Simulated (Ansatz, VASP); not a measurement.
## CeO2 in VASP and in Ansatz

```
Ce O
1.0
     0.00000    2.77197    2.77197
     2.77197    0.00000    2.77197
     2.77197    2.77197    0.00000
Ce O
1 2
Direct
  0.00000 0.00000 0.00000
  0.25000 0.25000 0.25000
  0.75000 0.75000 0.75000
```

Alike in both runs: task single point; functional r2SCAN; k mesh 6 × 6 × 6; no spin polarisation.

|  | VASP | Ansatz |
| --- | --- | --- |
| version | VASP 6.6.1 | Ansatz 0.2.0 |
| potentials or method | VASP PAW PBE potentials, release 64 (Ce, O) | plane waves, PAW |
| plane-wave cutoff (eV) | 520 | 500 |
| occupations | gaussian, width 0.01 eV | fixed |
| valence electrons in the cell | 24 | 24 |

VASP gave:

| Item | Value |
| --- | --- |
| gap on the k mesh at the Fermi level (eV) | 2.08 |
| pressure (GPa) | -10.0 |

Estimate Ansatz's values.

gap on the k mesh at the Fermi level (eV): 2.11; pressure (GPa): -9.8.

VASP's potentials were made for PBE, not for r2SCAN. Ansatz's warnings: metallic iterate.

Spin-orbit coupling is off throughout.
